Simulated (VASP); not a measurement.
# K (Im-3m) in VASP: further runs, part 3 of 3

VASP 6.6.1. Earlier steps stand in the parts before.

## (6) Single point, r2SCAN

Contents of POSCAR:

```
K
1.0
   -2.6699463634      2.6699463634      2.6699463634
    2.6699463634     -2.6699463634      2.6699463634
    2.6699463634      2.6699463634     -2.6699463634
K
1
Direct
    0.0000000000      0.0000000000      0.0000000000
```

Contents of INCAR.step1:

```
PREC = Accurate
ENCUT = 520
ISMEAR = -1
SIGMA = 0.1
LREAL = F
LASPH = T
NELM = 60
NBANDS = 10
GGA = PE
ALGO = Normal
EDIFF = 1E-4
LWAVE = T
LCHARG = F
```

Contents of INCAR.step2:

```
PREC = Accurate
ENCUT = 520
EDIFF = 1E-6
ISMEAR = -1
SIGMA = 0.1
LREAL = F
LASPH = T
NELM = 60
ALGO = Normal
ISIF = 2
LWAVE = F
LCHARG = F
METAGGA = R2SCAN
LMIXTAU = T
NBANDS = 10
ISTART = 1
```

Contents of KPOINTS:

```
Automatic mesh
0
Gamma
  8 8 8
```

Potentials or basis: VASP PAW PBE potentials, release 64 (K_sv).

On the command line:

```bash
$ cat potpaw_PBE.64/K_sv/POTCAR > POTCAR
$ cp INCAR.step1 INCAR
$ mpirun -np 1 vasp_std > vasp.out
$ cp INCAR.step2 INCAR
$ mpirun -np 1 vasp_std > vasp.out
```

OUTCAR:

```text
PREC = Accurate
   ENCUT = 520
   EDIFF = 1E-6
   ISMEAR = -1
   LREAL = F
   LASPH = T
   NELM = 60
   ISIF = 2
   METAGGA = R2SCAN
   ISTART = 1

 ion  position               nearest neighbor table
   1  0.000  0.000  0.000-

  LATTYP: Found a body centered cubic cell.
 ALAT       =     5.3398927268

  Lattice vectors:

 A1 = (  -2.6699463634,   2.6699463634,   2.6699463634)
 A2 = (   2.6699463634,  -2.6699463634,   2.6699463634)
 A3 = (   2.6699463634,   2.6699463634,  -2.6699463634)

Analysis of symmetry for initial positions (statically):
=====================================================================
 Subroutine PRICEL returns:
 Original cell was already a primitive cell.

 Routine SETGRP: Setting up the symmetry group for a
 body centered cubic supercell.

 Subroutine GETGRP returns: Found 48 space group operations
 (whereof 48 operations were pure point group operations)
 out of a pool of 48 trial point group operations.

The static configuration has the point symmetry O_h .

Analysis of symmetry for dynamics (positions and initial velocities):
=====================================================================
 Subroutine PRICEL returns:
 Original cell was already a primitive cell.

 Routine SETGRP: Setting up the symmetry group for a
 body centered cubic supercell.

 Subroutine GETGRP returns: Found 48 space group operations
 (whereof 48 operations were pure point group operations)
 out of a pool of 48 trial point group operations.

The dynamic configuration has the point symmetry O_h .

 Subroutine INISYM returns: Found 48 space group operations
 (whereof 48 operations are pure point group operations),
 and found     1 'primitive' translations

----------------------------------------------------------------------------------------

                                     Primitive cell

  volume of cell :      76.1321

  direct lattice vectors                    reciprocal lattice vectors
    -2.669946363  2.669946363  2.669946363     0.000000000  0.187269680  0.187269680
     2.669946363 -2.669946363  2.669946363     0.187269680  0.000000000  0.187269680
     2.669946363  2.669946363 -2.669946363     0.187269680  0.187269680  0.000000000

  length of vectors
     4.624482755  4.624482755  4.624482755     0.264839321  0.264839321  0.264839321

  position of ions in fractional coordinates (direct lattice)
     0.000000000  0.000000000  0.000000000

  ion indices of the primitive-cell ions
   primitive index   ion index
                 1           1

----------------------------------------------------------------------------------------

 KPOINTS: Automatic mesh

Automatic generation of k-mesh.
 Grid dimensions read from file:
 generate k-points for:    8    8    8

 Generating k-lattice:

  Cartesian coordinates                     Fractional coordinates (reciprocal lattice)
     0.000000000  0.023408710  0.023408710     0.125000000  0.000000000  0.000000000
     0.023408710  0.000000000  0.023408710     0.000000000  0.125000000  0.000000000
     0.023408710  0.023408710  0.000000000     0.000000000  0.000000000  0.125000000

  Length of vectors
     0.033104915  0.033104915  0.033104915

  Shift w.r.t. Gamma in fractional coordinates (k-lattice)
     0.000000000  0.000000000  0.000000000

 Subroutine IBZKPT returns following result:
 ===========================================

 Found     29 irreducible k-points:

 Following reciprocal coordinates:
            Coordinates               Weight
  0.000000  0.000000  0.000000      1.000000
  0.125000  0.000000  0.000000     12.000000
  0.250000  0.000000  0.000000     12.000000
  0.375000  0.000000  0.000000     12.000000
  0.500000  0.000000  0.000000      6.000000
  0.125000  0.125000  0.000000     24.000000
[... 16 lines left out ...]
 -0.250000  0.250000  0.250000      6.000000
 -0.375000  0.375000  0.250000     24.000000
 [... further k-points ...]
   k-points           NKPTS =     29   k-points in BZ     NKDIM =     29   number of bands    NBANDS=     10
   number of dos      NEDOS =    301   number of ions     NIONS =      1
   total plane-waves  NPLWV =  46656
   dimension x,y,z NGX =    36 NGY =   36 NGZ =   36
   dimension x,y,z NGXF=    72 NGYF=   72 NGZF=   72
   ions per type =               1
   NGX,Y,Z   is equivalent  to a cutoff of  12.94, 12.94, 12.94 a.u.
   NGXF,Y,Z  is equivalent  to a cutoff of  25.88, 25.88, 25.88 a.u.
 SYSTEM =  unknown system
   PREC   = accura    normal or accurate (medium, high low for compatibility)
   ISTART =      1    job   : 0-new  1-cont  2-samecut
   ICHARG =      0    charge: 1-file 2-atom 10-const
   ISPIN  =      1    spin polarized calculation?
   LNONCOLLINEAR =      F non collinear calculations
   LSORBIT =      F    spin-orbit coupling
   LASPH  =      T    aspherical Exc in radial PAW
   ENCUT  =  520.0 eV  38.22 Ry    6.18 a.u.   8.60  8.60  8.60*2*pi/ulx,y,z
   NELM   =     60;   NELMIN=  2; NELMDL=  0     # of ELM steps
   EDIFF  = 0.1E-05   stopping-criterion for ELM
   LREAL  =      F    real-space projection
   EDIFFG = 0.1E-04   stopping-criterion for IOM
   NSW    =      0    number of steps for IOM
   IBRION =     -1    ionic relax: 0-MD 1-quasi-New 2-CG
   NFREE  =      0    steps in history (QN), initial steepest desc. (CG)
   ISIF   =      2    stress and relaxation
   ISYM   =      2    0-nonsym 1-usesym 2-fastsym
   POTIM  = 0.5000    time-step for ionic-motion
   TEBEG  =    0.0;   TEEND  =   0.0 temperature during run
   PSTRESS=    0.0 pullay stress
   NELECT =       9.0000    total number of electrons
   NUPDOWN=      -1.0000    fix difference up-down
   EMIN   =  10.00;   EMAX   =-10.00  energy-range for DOS
   EFERMI =   0.00;   METHOD = LEGACY
   ISMEAR =    -1;   SIGMA  =   0.10  broadening in eV -4-tet -1-fermi 0-gaus
   EFERMI_NEDOS =   21; number of points for ismear=-14 and -15
   IALGO  =     38    algorithm
   IMIX   =      4    mixing-type and parameters
     AMIX     =   0.40;   BMIX     =  1.00
     AMIX_MAG =   1.60;   BMIX_MAG =  1.00
  volume/ion in A,a.u.               =      76.13       513.76
  Fermi-wavevector in a.u.,A,eV,Ry     =   0.803464  1.518327  8.783303  0.645555
  Thomas-Fermi vector in A             =   1.911336
   LORBIT       =      0    0 simple, 1 ext, 2 COOP (PROOUT), +10 PAW based schemes
   METAGGA = R2SCAN    functional components
   LHFCALC =     F    Hartree Fock is set to
   AEXX    =    0.0000 exact exchange contribution
   IVDW    =     0    specifies the selected vdW correction
   LEPSILON=     F    determine dielectric tensor
   LRPA    =     F    only Hartree local field effects (RPA)
 non-spin polarized calculation
  energy-cutoff  :      520.00
  volume of cell :       76.13
 maximum number of plane-waves:      2093
 NGX is ok and might be reduce to    36
   NGX = 17   NGY = 17   NGZ = 17

 number of electron       9.0000001 magnetization

 Free energy of the ion-electron system (eV)
  ---------------------------------------------------
  ext. energy  EPLUGINS =         0.00000000
  ---------------------------------------------------
  free energy    TOTEN  =        -6.02132331 eV

  energy without entropy =       -5.99321169  energy(sigma->0) =       -6.00726750

 E-fermi :  -0.1289     XC(G=0):  -5.8196

 val. band max:       -0.1799950454   @ k =   0.2500   0.2500   0.0000
 cond. band min:      -0.0293443533   @ k =  -0.3750   0.3750   0.2500
 fundamental gap:      0.1506506922
 Fermi energy:        -0.1288998785

 k-point     1 :       0.0000    0.0000    0.0000
  band No.  band energies     occupation
      1     -33.8165      2.00000
      2     -16.4901      2.00000
      3     -16.4901      2.00000
      4     -16.4901      2.00000
      5      -2.3925      2.00000
      6       4.5793      0.00000
      7       4.5794      0.00000
      8       4.5794      0.00000
      9       5.5206      0.00000
     10       5.5206      0.00000

 k-point     2 :       0.1250    0.0000    0.0000
  band No.  band energies     occupation
      1     -33.8159      2.00000
      2     -16.4991      2.00000
      3     -16.4930      2.00000
      4     -16.4900      2.00000
      5      -2.1918      2.00000
      6       4.1876      0.00000
      7       4.3150      0.00000
      8       4.7354      0.00000
      9       5.2681      0.00000
     10       5.4608      0.00000
[... 274 lines left out ...]
 k-point    24 :      -0.3750    0.3750    0.2500
  band No.  band energies     occupation
      1     -33.8119      2.00000
      2     -16.5357      2.00000
      3     -16.5190      2.00000
      4     -16.5128      2.00000
      5      -0.0293      0.53963
      6       2.0792      0.00000
      7       3.5147      0.00000
      8       3.5723      0.00000
      9       4.8908      0.00000
     10       6.0073      0.00000

 [... further k-points ...]
[... 5 lines left out ...]
  --------------------------------------------------------------------------------------
  -------------------------------------------------------------------------------------
  Total        0.0028593      0.0028593      0.0028593      0.0000000      0.0000000      0.0000000
  in kB        0.0601729      0.0601729      0.0601729      0.0000000      0.0000000      0.0000000
  external PRESSURE =       0.0601729 kB  Pullay stress =       0.0000000 kB

 VOLUME and BASIS-vectors are now :
 -----------------------------------------------------------------------------
  energy-cutoff  :      520.00
  volume of cell :       76.13
      direct lattice vectors                 reciprocal lattice vectors
    -2.669946363  2.669946363  2.669946363     0.000000000  0.187269680  0.187269680
     2.669946363 -2.669946363  2.669946363     0.187269680  0.000000000  0.187269680
     2.669946363  2.669946363 -2.669946363     0.187269680  0.187269680  0.000000000

 POSITION                                       TOTAL-FORCE (eV/Angst)
 -----------------------------------------------------------------------------------
      0.00000      0.00000      0.00000         0.000000      0.000000     -0.000000
 -----------------------------------------------------------------------------------
    total drift:                               -0.000000      0.000000      0.000000

  FREE ENERGIE OF THE ION-ELECTRON SYSTEM (eV)
  ---------------------------------------------------
  free  energy   TOTEN  =        -6.0213233131 eV

  energy  without entropy=       -5.9932116911  energy(sigma->0) =       -6.00726750
```

OUTCAR.step1:

```text
PREC = Accurate
   ENCUT = 520
   ISMEAR = -1
   LREAL = F
   LASPH = T
   NELM = 60
[... 526 lines left out ...]

 POSITION                                       TOTAL-FORCE (eV/Angst)
 -----------------------------------------------------------------------------------
      0.00000      0.00000      0.00000        -0.000000     -0.000000      0.000000
 -----------------------------------------------------------------------------------
    total drift:                               -0.000000      0.000000      0.000000

  FREE ENERGIE OF THE ION-ELECTRON SYSTEM (eV)
  ---------------------------------------------------
  free  energy   TOTEN  =        -1.0570502518 eV

  energy  without entropy=       -1.0274713437  energy(sigma->0) =       -1.04226080
```

OSZICAR.step1:

```text
N       E                     dE             d eps       ncg     rms          rms(c)
DAV:   1     0.476751198870E+02    0.47675E+02   -0.36420E+03   580   0.682E+02
DAV:   2     0.620954168239E+00   -0.47054E+02   -0.46209E+02   616   0.192E+02
DAV:   3    -0.100579806982E+01   -0.16268E+01   -0.16188E+01   896   0.298E+01
DAV:   4    -0.105492471369E+01   -0.49127E-01   -0.49095E-01   802   0.420E+00
DAV:   5    -0.105621373072E+01   -0.12890E-02   -0.12887E-02   870   0.521E-01    0.192E+00
DAV:   6    -0.105651456767E+01   -0.30084E-03   -0.13801E-03   894   0.235E-01    0.118E+00
DAV:   7    -0.105698597850E+01   -0.47141E-03   -0.26341E-03   884   0.329E-01    0.500E-02
DAV:   8    -0.105705025177E+01   -0.64273E-04   -0.10218E-04   604   0.119E-01
   1 F= -.10570503E+01 E0= -.10422608E+01  d E =-.295789E-01
```

Run time: 60 s. Hardware: 1 thread of Intel Xeon 6975P-C, shared host; peak memory 0.21 GiB.

What came out:

| Property | Result |
| --- | --- |
| Free energy | -6.0213 eV |
| Pressure | 0.0 GPa |

Caveat: the PAW data sets were made with another functional, which shifts forces and pressure a little.

## (7) Overview

```csv
k mesh,gap on the mesh (eV),pressure (GPa)
4 × 4 × 4,none,0.1
5 × 5 × 5,none,0.0
7 × 7 × 7,none,0.0
8 × 8 × 8,none,0.0
```

Alike in all rows: task single point; level r2SCAN; potentials or basis VASP PAW PBE potentials, release 64 (K_sv); no spin polarisation; cell as given; cutoff (eV) 520; smearing fermi-dirac 0.1 eV.

Caveats: some runs use coarse meshes; the PAW data sets were made with another functional, which shifts forces and pressure a little.

Absolute energies hang on the potentials; compare differences alone.
